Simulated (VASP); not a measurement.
# Al in VASP: relaxation of the atoms with PBE

Aim: the relaxation of the atoms of Al with PBE.

All numbers are computed with VASP 6.6.1; they aren't measurements. Logs are shortened: lines on timing, memory, paths and dates and some standing lists are left out, and cuts for length are marked.

### 1 The cell of the first run

The cell holds a slab with vacuum, 9 atoms: a = 2.854 Å, b = 2.854 Å, c = 33.766 Å, α = 90.00°, β = 90.00°, γ = 120.00°.

### 2 Relaxation of the atoms, PBE

File INCAR:

```
  PREC = Accurate
  ENCUT = 520
  EDIFF = 1E-6
  ISMEAR = 0
  SIGMA = 0.1
  LREAL = False
  LASPH = True
  NELM = 80
  ALGO = Normal
  ISIF = 2
  LWAVE = False
  LCHARG = False
  LDIPOL = True
  IDIPOL = 3
  DIPOL = 0.5 0.5 0.500
  GGA = PE
  IBRION = 2
  NSW = 80
  EDIFFG = -0.02
```

File KPOINTS:

```
Automatic mesh
0
Gamma
  12 12 1
```

File POSCAR:

```
Al
1.0
    2.8543223330      0.0000000000      0.0000000000
   -1.4271611665      2.4719156509      0.0000000000
    0.0000000000      0.0000000000     33.7663851706
Al
9
Direct
    0.3333333333      0.6666666667      0.2221143887
    0.0000000000      0.0000000000      0.2915857915
    0.6666666667      0.3333333333      0.3610571943
    0.0000000000      0.0000000000      0.4305285972
    0.3333333333      0.6666666667      0.5000000000
    0.0000000000      0.0000000000      0.5694714028
    0.6666666667      0.3333333333      0.6389428057
    0.0000000000      0.0000000000      0.7084142085
    0.3333333333      0.6666666667      0.7778856113
```

Potentials or basis: VASP PAW PBE potentials, release 64 (Al).

The run is started by

```bash
> cat potpaw_PBE.64/Al/POTCAR > POTCAR
> mpirun -np 1 vasp_std > vasp.out
```

OUTCAR:

```text
PREC = Accurate
   ENCUT = 520
   EDIFF = 1E-6
   ISMEAR = 0
   LREAL = False
   LASPH = True
   NELM = 80
   ISIF = 2
   GGA = PE
   IBRION = 2
   NSW = 80
   EDIFFG = -0.02

 ion  position               nearest neighbor table
   1  0.333  0.667  0.222-   2 2.87   2 2.87   2 2.87
   2  0.000  0.000  0.292-   1 2.87   3 2.87   1 2.87   3 2.87   1 2.87   3 2.87
   3  0.667  0.333  0.361-   2 2.87   2 2.87   2 2.87   4 2.87   4 2.87   4 2.87
   4  0.000  0.000  0.431-   5 2.87   5 2.87   5 2.87   3 2.87   3 2.87   3 2.87
   5  0.333  0.667  0.500-   4 2.87   6 2.87   4 2.87   6 2.87   4 2.87   6 2.87
   6  0.000  0.000  0.569-   5 2.87   5 2.87   5 2.87   7 2.87   7 2.87   7 2.87
   7  0.667  0.333  0.639-   8 2.87   8 2.87   8 2.87   6 2.87   6 2.87   6 2.87
   8  0.000  0.000  0.708-   9 2.87   7 2.87   9 2.87   7 2.87   9 2.87   7 2.87
   9  0.333  0.667  0.778-   8 2.87   8 2.87   8 2.87

  LATTYP: Found a hexagonal cell.
 ALAT       =     2.8543223330
 C/A-ratio  =    11.8299131041

  Lattice vectors:

 A1 = (   2.8543223330,   0.0000000000,   0.0000000000)
 A2 = (  -1.4271611665,   2.4719156509,   0.0000000000)
 A3 = (   0.0000000000,   0.0000000000,  33.7663851706)

Analysis of symmetry for initial positions (statically):
=====================================================================
 Subroutine PRICEL returns:
 Original cell was already a primitive cell.

 Routine SETGRP: Setting up the symmetry group for a
 hexagonal supercell.

 Subroutine GETGRP returns: Found 12 space group operations
 (whereof 12 operations were pure point group operations)
 out of a pool of 24 trial point group operations.

The static configuration has the point symmetry D_3h.

Analysis of symmetry for dynamics (positions and initial velocities):
=====================================================================
 Subroutine PRICEL returns:
 Original cell was already a primitive cell.

 Routine SETGRP: Setting up the symmetry group for a
 hexagonal supercell.

 Subroutine GETGRP returns: Found 12 space group operations
 (whereof 12 operations were pure point group operations)
 out of a pool of 24 trial point group operations.

The dynamic configuration has the point symmetry D_3h.

 Subroutine INISYM returns: Found 12 space group operations
 (whereof 12 operations are pure point group operations),
 and found     1 'primitive' translations

----------------------------------------------------------------------------------------

                                     Primitive cell

  volume of cell :     238.2436

  direct lattice vectors                    reciprocal lattice vectors
     2.854322333  0.000000000  0.000000000     0.350345856  0.202272274  0.000000000
    -1.427161166  2.471915651  0.000000000     0.000000000  0.404544548  0.000000000
     0.000000000  0.000000000 33.766385171     0.000000000  0.000000000  0.029615252

  length of vectors
     2.854322333  2.854322333 33.766385171     0.404544548  0.404544548  0.029615252

  position of ions in fractional coordinates (direct lattice)
     0.333333333  0.666666667  0.222114389
     0.000000000  0.000000000  0.291585791
     0.666666667  0.333333333  0.361057194
     0.000000000  0.000000000  0.430528597
     0.333333333  0.666666667  0.500000000
     0.000000000  0.000000000  0.569471403
     0.666666667  0.333333333  0.638942806
     0.000000000  0.000000000  0.708414209
     0.333333333  0.666666667  0.777885611

  ion indices of the primitive-cell ions
   primitive index   ion index
                 1           1
                 2           2
                 3           3
                 4           4
                 5           5
                 6           6
                 7           7
                 8           8
                 9           9

[... 32 lines left out ...]
  0.333333  0.000000  0.000000      6.000000
  0.416667 -0.000000  0.000000      6.000000
[... 11 lines left out ...]
  0.333333  0.250000  0.000000     12.000000
  0.333333  0.333333  0.000000      2.000000
   k-points           NKPTS =     19   k-points in BZ     NKDIM =     19   number of bands    NBANDS=     18
   number of dos      NEDOS =    301   number of ions     NIONS =      9
   total plane-waves  NPLWV = 145152
   dimension x,y,z NGX =    24 NGY =   24 NGZ =  252
   dimension x,y,z NGXF=    48 NGYF=   48 NGZF=  504
   ions per type =               9
   NGX,Y,Z   is equivalent  to a cutoff of  13.98, 13.98, 12.41 a.u.
   NGXF,Y,Z  is equivalent  to a cutoff of  27.96, 27.96, 24.81 a.u.
 SYSTEM =  unknown system
   PREC   = accura    normal or accurate (medium, high low for compatibility)
   ISTART =      0    job   : 0-new  1-cont  2-samecut
   ICHARG =      2    charge: 1-file 2-atom 10-const
   ISPIN  =      1    spin polarized calculation?
   LNONCOLLINEAR =      F non collinear calculations
   LSORBIT =      F    spin-orbit coupling
   LASPH  =      T    aspherical Exc in radial PAW
   ENCUT  =  520.0 eV  38.22 Ry    6.18 a.u.   5.31  5.31 62.78*2*pi/ulx,y,z
   NELM   =     80;   NELMIN=  2; NELMDL= -5     # of ELM steps
   EDIFF  = 0.1E-05   stopping-criterion for ELM
   LREAL  =      F    real-space projection
   EDIFFG = -.2E-01   stopping-criterion for IOM
   NSW    =     80    number of steps for IOM
   IBRION =      2    ionic relax: 0-MD 1-quasi-New 2-CG
   NFREE  =      1    steps in history (QN), initial steepest desc. (CG)
   ISIF   =      2    stress and relaxation
   ISYM   =      2    0-nonsym 1-usesym 2-fastsym
   POTIM  = 0.5000    time-step for ionic-motion
   TEBEG  =    0.0;   TEEND  =   0.0 temperature during run
   PSTRESS=    0.0 pullay stress
   NELECT =      27.0000    total number of electrons
   NUPDOWN=      -1.0000    fix difference up-down
   EMIN   =  10.00;   EMAX   =-10.00  energy-range for DOS
   EFERMI =   0.00;   METHOD = LEGACY
   ISMEAR =     0;   SIGMA  =   0.10  broadening in eV -4-tet -1-fermi 0-gaus
   EFERMI_NEDOS =   21; number of points for ismear=-14 and -15
   IALGO  =     38    algorithm
   IMIX   =      4    mixing-type and parameters
     AMIX     =   0.40;   BMIX     =  1.00
     AMIX_MAG =   1.60;   BMIX_MAG =  1.00
  volume/ion in A,a.u.               =      26.47       178.64
  Fermi-wavevector in a.u.,A,eV,Ry     =   0.792238  1.497113  8.539575  0.627641
  Thomas-Fermi vector in A             =   1.897937
   LORBIT       =      0    0 simple, 1 ext, 2 COOP (PROOUT), +10 PAW based schemes
   GGA     = PE    functional components
   LHFCALC =     F    Hartree Fock is set to
   AEXX    =    0.0000 exact exchange contribution
   IVDW    =     0    specifies the selected vdW correction
   LEPSILON=     F    determine dielectric tensor
   LRPA    =     F    only Hartree local field effects (RPA)
 conjugate gradient relaxation of ions
 non-spin polarized calculation
 Gauss-broadening in eV      SIGMA  =   0.10
  energy-cutoff  :      520.00
  volume of cell :      238.24
 maximum number of plane-waves:      6451
 NGX is ok and might be reduce to    24
   NGX = 11   NGY = 11   NGZ =125

--------------------------------------- Ionic step        1  -------------------------------------------

 number of electron      27.0000000 magnetization

 Free energy of the ion-electron system (eV)
  ---------------------------------------------------
  ext. energy  EPLUGINS =         0.00000000
  ---------------------------------------------------
  free energy    TOTEN  =       -32.91218742 eV

  energy without entropy =      -32.88863492  energy(sigma->0) =      -32.90041117

------------------------ aborting loop because EDIFF is reached ----------------------------------------

  FORCE on cell =-STRESS in cart. coord.  units (eV):
  Direction    XX          YY          ZZ          XY          YZ          ZX
  --------------------------------------------------------------------------------------
  -------------------------------------------------------------------------------------
  Total       -1.1277466     -1.1277466      0.0683090      0.0000000      0.0000000      0.0000000
  in kB       -7.5840448     -7.5840448      0.4593751      0.0000000      0.0000000      0.0000000
  external PRESSURE =      -4.9029048 kB  Pullay stress =       0.0000000 kB
[... 116 lines left out ...]
--------------------------------------- Ionic step        4  -------------------------------------------

 number of electron      27.0000000 magnetization

 dipolmoment           0.000000      0.000000     -0.000000 electrons x Angstroem

------------------------ aborting loop because EDIFF is reached ----------------------------------------

  FORCE on cell =-STRESS in cart. coord.  units (eV):
  Direction    XX          YY          ZZ          XY          YZ          ZX
  --------------------------------------------------------------------------------------
  -------------------------------------------------------------------------------------
  Total       -1.1679093     -1.1679093      0.0401783      0.0000000      0.0000000      0.0000000
  in kB       -7.8541367     -7.8541367      0.2701971      0.0000000      0.0000000      0.0000000
  external PRESSURE =      -5.1460254 kB  Pullay stress =       0.0000000 kB
[... 30 lines left out ...]
--------------------------------------- Ionic step        5  -------------------------------------------

 number of electron      27.0000000 magnetization

 dipolmoment           0.000000      0.000000      0.000000 electrons x Angstroem

 Free energy of the ion-electron system (eV)
  ---------------------------------------------------
  ext. energy  EPLUGINS =         0.00000000
  ---------------------------------------------------
  free energy    TOTEN  =       -32.91505992 eV

  energy without entropy =      -32.89291061  energy(sigma->0) =      -32.90398526

 E-fermi :   3.4606     XC(G=0):  -6.9366

 val. band max:        3.4403154960   @ k =   0.1667   0.0833   0.0000
 cond. band min:       3.4747345787   @ k =   0.4167  -0.0000   0.0000
 fundamental gap:      0.0344190828
 Fermi energy:         3.4605866415

 k-point     1 :       0.0000    0.0000    0.0000
  band No.  band energies     occupation
      1      -7.5343      2.00000
      2      -7.2812      2.00000
      3      -6.9256      2.00000
      4      -6.3745      2.00000
      5      -5.7210      2.00000
      6      -4.9429      2.00000
[... 388 lines left out ...]
     17       2.8609      2.00000
     18       2.9655      2.00000

------------------------ aborting loop because EDIFF is reached ----------------------------------------

 vacuum level on the upper side and lower side of the slab       (xc-potential included)        -0.321        -0.321

  FORCE on cell =-STRESS in cart. coord.  units (eV):
  Direction    XX          YY          ZZ          XY          YZ          ZX
  --------------------------------------------------------------------------------------
  -------------------------------------------------------------------------------------
  Total       -1.2059740     -1.2059740      0.0505895      0.0000000      0.0000000      0.0000000
  in kB       -8.1101203     -8.1101203      0.3402123      0.0000000      0.0000000      0.0000000
  external PRESSURE =      -5.2933428 kB  Pullay stress =       0.0000000 kB
[... 24 lines left out ...]
  FREE ENERGIE OF THE ION-ELECTRON SYSTEM (eV)
  ---------------------------------------------------
  free  energy   TOTEN  =       -32.9150599185 eV

  energy  without entropy=      -32.8929106104  energy(sigma->0) =      -32.90398526

 reached required accuracy - stopping structural energy minimisation

 vacuum level on the upper side and lower side of the slab         7.297         7.297
```

It took 4.7 min on 1 thread of Intel Xeon Platinum 8488C (Sapphire Rapids), shared host; peak memory 0.4 GiB.

Results:

| Item | Value |
| --- | --- |
| Free energy | -32.9151 eV |
| Energy gained by relaxing | 0.3 meV/atom |
| Ionic steps | 5 |
| Largest force after relaxing | 0.011 eV/Å |

Forces in eV/Å, atoms in the order of the input:
```
Al   0.000  0.000 -0.010
Al   0.000  0.000  0.003
Al   0.000  0.000  0.011
Al   0.000  0.000 -0.001
Al   0.000  0.000  0.000
Al   0.000  0.000  0.001
Al   0.000  0.000 -0.011
Al   0.000  0.000 -0.003
Al   0.000  0.000  0.010
```

The path:
```tsv
step	energy change (eV)	largest force (eV/Å)	pressure (GPa)
1	0.0000	0.0919	-0.49
2	-0.0013	0.0685	-0.50
3	-0.0023	0.0307	-0.51
4	-0.0025	0.0258	-0.51
5	-0.0029	0.0112	-0.53
```

Final structure:
```yaml
crystal:
  lattice:
    - [2.85432, 0.00000, 0.00000]
    - [-1.42716, 2.47192, 0.00000]
    - [0.00000, 0.00000, 33.76639]
  atoms:
    - { symbol: Al, position: [0.33333, 0.66667, 0.22180] }
    - { symbol: Al, position: [0.00000, 0.00000, 0.29175] }
    - { symbol: Al, position: [0.66667, 0.33333, 0.36105] }
    - { symbol: Al, position: [0.00000, 0.00000, 0.43117] }
    - { symbol: Al, position: [0.33333, 0.66667, 0.50000] }
    - { symbol: Al, position: [0.00000, 0.00000, 0.56883] }
    - { symbol: Al, position: [0.66667, 0.33333, 0.63895] }
    - { symbol: Al, position: [0.00000, 0.00000, 0.70825] }
    - { symbol: Al, position: [0.33333, 0.66667, 0.77820] }
```

Levels at points of the mesh, in eV from the Fermi level:
```
           k point  band 10  band 11  band 12  band 13  band 14  band 15  band 16  band 17
(0.00, 0.00, 0.00)    -3.98    -2.54    -1.09     0.43     1.87     3.07     3.92     4.09
(0.50, 0.00, 0.00)    -3.01    -2.61    -2.45    -1.87    -1.27    -0.57    -0.46     0.57
```

Caveat: the highest band is partly filled, so the run has too few bands.
